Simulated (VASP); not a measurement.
# Se (R-3m) in VASP: a series of runs, part 2 of 2

VASP 6.6.1.

### Step 4. Relaxation of shape and atoms at fixed volume, PBE (21.29 Å³/atom)

This run uses another cell than the first one, of 21.29 Å³/atom.

INCAR

```
PREC = Accurate ; ENCUT = 600
EDIFF = 1E-7 ; ISMEAR = 0
SIGMA = 0.1 ; LREAL = F
LASPH = T ; NELM = 60
ALGO = Normal ; ISIF = 4
LWAVE = F ; LCHARG = F
GGA = PE ; IBRION = 2
NSW = 50 ; EDIFFG = -0.01
```

KPOINTS

```
regular mesh
0
Gamma
  15 15 15
```

POSCAR

```
Se
1.0
    1.9616013355      1.1325310591      1.5975486950
   -1.9616013355      1.1325310591      1.5975486950
    0.0000000000     -2.2650621182      1.5975486950
Se
1
Direct
    0.0000000000      0.0000000000      0.0000000000
```

Potentials or basis: VASP PAW PBE potentials, release 64 (Se).

Run with:

```
cat potpaw_PBE.64/Se/POTCAR > POTCAR
mpirun -np 1 vasp_std > vasp.out
```

OUTCAR:

```text
PREC = Accurate
   ENCUT = 600
   EDIFF = 1E-7
   ISMEAR = 0
   LREAL = F
   LASPH = T
   NELM = 60
   ISIF = 4
   GGA = PE
   IBRION = 2
   NSW = 50
   EDIFFG = -0.01

 ion  position               nearest neighbor table
   1  0.000  0.000  0.000-

  LATTYP: Found a trigonal (rhomboedric) cell.
 ALAT       =     2.7717626580
 COS(alpha) =    -0.0017040130

  Lattice vectors:

 A1 = (   1.9616013355,   1.1325310591,   1.5975486950)
 A2 = (  -1.9616013355,   1.1325310591,   1.5975486950)
 A3 = (   0.0000000000,  -2.2650621182,   1.5975486950)

Analysis of symmetry for initial positions (statically):
=====================================================================
 Subroutine PRICEL returns:
 Original cell was already a primitive cell.

 Routine SETGRP: Setting up the symmetry group for a
 trigonal (rhombohedral) supercell.

 Subroutine GETGRP returns: Found 12 space group operations
 (whereof 12 operations were pure point group operations)
 out of a pool of 12 trial point group operations.

The static configuration has the point symmetry D_3d.

Analysis of symmetry for dynamics (positions and initial velocities):
[... 163 lines left out ...]
 Fermi energy:         5.4281511915

 k-point     1 :       0.0000    0.0000    0.0000
  band No.  band energies     occupation
      1     -11.1520      2.00000
      2       6.9069      0.00000
      3       6.9209      0.00000
      4       6.9209      0.00000
      5      13.0890      0.00000
      6      13.0890      0.00000
      7      13.6266      0.00000
[... 221 lines left out ...]
 k-point    24 :       0.2000    0.1333   -0.0000
  band No.  band energies     occupation
      1     -10.2894      2.00000
      2       3.0539      2.00000
      3       5.0700      2.00000
      4       7.5870      0.00000
      5      14.1863      0.00000
      6      16.5171      0.00000
      7      18.3622      0.00000

 [... further k-points ...]

------------------------ aborting loop because EDIFF is reached ----------------------------------------

  FORCE on cell =-STRESS in cart. coord.  units (eV):
  Direction    XX          YY          ZZ          XY          YZ          ZX
  --------------------------------------------------------------------------------------
  -------------------------------------------------------------------------------------
  Total        0.6735719      0.6735719      0.6688872      0.0000000      0.0000000      0.0000000
  in kB       50.6790343     50.6790343     50.3265621      0.0000000      0.0000000      0.0000000
  external PRESSURE =      50.5615436 kB  Pullay stress =       0.0000000 kB

 VOLUME and BASIS-vectors are now :
 -----------------------------------------------------------------------------
  energy-cutoff  :      600.00
  volume of cell :       21.29
      direct lattice vectors                 reciprocal lattice vectors
     1.961601335  1.132531059  1.597548695     0.254893791  0.147162999  0.208653003
    -1.961601335  1.132531059  1.597548695    -0.254893791  0.147162999  0.208653003
     0.000000000 -2.265062118  1.597548695     0.000000000 -0.294325997  0.208653003

 POSITION                                       TOTAL-FORCE (eV/Angst)
 -----------------------------------------------------------------------------------
      0.00000      0.00000      0.00000         0.000000      0.000000     -0.000000
 -----------------------------------------------------------------------------------
    total drift:                               -0.000000      0.000000     -0.000000

  FREE ENERGIE OF THE ION-ELECTRON SYSTEM (eV)
  ---------------------------------------------------
  free  energy   TOTEN  =        -3.3144355058 eV

  energy  without entropy=       -3.3115667712  energy(sigma->0) =       -3.31300114

 reached required accuracy - stopping structural energy minimisation
```

OSZICAR:

```text
N       E                     dE             d eps       ncg     rms          rms(c)
DAV:   1     0.116717394005E+02    0.11672E+02   -0.31840E+03  4823   0.833E+02
DAV:   2    -0.303683948997E+01   -0.14709E+02   -0.13965E+02  6832   0.869E+01
DAV:   3    -0.330863889373E+01   -0.27180E+00   -0.26944E+00  5565   0.132E+01
DAV:   4    -0.330906591284E+01   -0.42702E-03   -0.42701E-03  7252   0.601E-01
DAV:   5    -0.330906637259E+01   -0.45976E-06   -0.45929E-06  5705   0.128E-02    0.418E+00
DAV:   6    -0.331215916236E+01   -0.30928E-02   -0.50404E-04  6433   0.233E-01    0.251E+00
DAV:   7    -0.331436634646E+01   -0.22072E-02   -0.12940E-03  5208   0.365E-01    0.454E-02
DAV:   8    -0.331442966203E+01   -0.63316E-04   -0.55318E-05  6419   0.675E-02    0.791E-03
DAV:   9    -0.331443491397E+01   -0.52519E-05   -0.51291E-06  5285   0.193E-02    0.246E-03
DAV:  10    -0.331443548053E+01   -0.56656E-06   -0.91908E-07  5621   0.710E-03    0.775E-04
DAV:  11    -0.331443550575E+01   -0.25222E-07   -0.69361E-09  4774   0.607E-04
   1 F= -.33144355E+01 E0= -.33130011E+01  d E =-.331444E+01
```

Wall time 70 s (1 thread of AMD EPYC 7R13, shared host); peak memory 0.16 GiB.

Results:

* Free energy: -3.3144 eV
* Pressure after relaxing: 5.1 GPa
* Band gap on the k mesh: zero (bands 3 and 4 overlap by 6.54 eV)

Final structure:
```yaml
crystal:
  lattice:
    - [1.96160, 1.13253, 1.59755]
    - [-1.96160, 1.13253, 1.59755]
    - [0.00000, -2.26506, 1.59755]
  atoms:
    - { symbol: Se, position: [0.00000, 0.00000, 0.00000] }
```

Levels at points of the mesh, in eV from the Fermi level:
| k point | band 1 | band 2 | band 3 | band 4 | band 5 | band 6 | band 7 |
| --- | --- | --- | --- | --- | --- | --- | --- |
| (0.00, 0.00, 0.00) | -16.58 | 1.48 | 1.49 | 1.49 | 7.66 | 7.66 | 8.20 |

Caveat: the relaxation stopped at its first step, so nothing moved.

### Step 5. Relaxation of shape and atoms at fixed volume, PBE (23.33 Å³/atom)

This run uses another cell than the first one, of 23.33 Å³/atom.

INCAR

```
SYSTEM = Se
  PREC = Accurate
  ENCUT = 600
  EDIFF = 1E-7
  ISMEAR = 0
  SIGMA = 0.1
  LREAL = .FALSE.
  LASPH = .TRUE.
  NELM = 100
  ALGO = Normal
  ISIF = 4
  LWAVE = .FALSE.
  LCHARG = .FALSE.
  GGA = PE
  IBRION = 2
  NSW = 50
  EDIFFG = -0.01
```

KPOINTS

```
regular mesh
0
G
  15 15 15
  0 0 0
```

POSCAR

```
Se
1.0
    2.0223075608      1.1675798146      1.6469884813
   -2.0223075608      1.1675798146      1.6469884813
    0.0000000000     -2.3351596292      1.6469884813
Se
1
Direct
    0.0000000000      0.0000000000      0.0000000000
```

Run with:

```
cat potpaw_PBE.64/Se/POTCAR > POTCAR
mpirun -np 1 vasp_std > vasp.out
```

It took 60 s on 1 thread of AMD EPYC 7R13, shared host; peak memory 0.17 GiB.

It converged, with:

| Item | Value |
| --- | --- |
| Free energy | -3.3306 eV |
| Pressure after relaxing | -1.9 GPa |
| Band gap on the k mesh | zero (bands 3 and 4 overlap by 5.81 eV) |

Final structure:
```
CELL_PARAMETERS angstrom
2.02231 1.16758 1.64699
-2.02231 1.16758 1.64699
0.00000 -2.33516 1.64699
ATOMIC_POSITIONS crystal
Se 0.00000 0.00000 0.00000
```

Levels at points of the mesh, in eV from the Fermi level:
```tsv
k point	band 1	band 2	band 3	band 4	band 5	band 6	band 7
(0.00, 0.00, 0.00)	-15.73	1.36	1.37	1.37	7.72	7.85	7.85
```

Caveat: the relaxation stopped at its first step, so nothing moved.

### Step 6. Summary

```tsv
cell	gap on the mesh (eV)	pressure (GPa)
relaxed from a = 2.711 Å, angles 90.1°, 1 atom	none	12.1
relaxed from a = 2.742 Å, angles 90.1°, 1 atom	none	8.3
relaxed from a = 2.772 Å, angles 90.1°, 1 atom	none	5.1
relaxed from a = 2.858 Å, angles 90.1°, 1 atom	none	-1.9
```

Alike in all rows: task relaxation of shape and atoms at fixed volume; level PBE; potentials or basis VASP PAW PBE potentials, release 64 (Se); no spin polarisation; k mesh 15 × 15 × 15; cutoff (eV) 600; smearing gaussian 0.1 eV.

Caveats: the relaxation stopped at its first step, so nothing moved.

Total energies depend on the potentials used, so only differences within one code and one set of settings carry meaning.
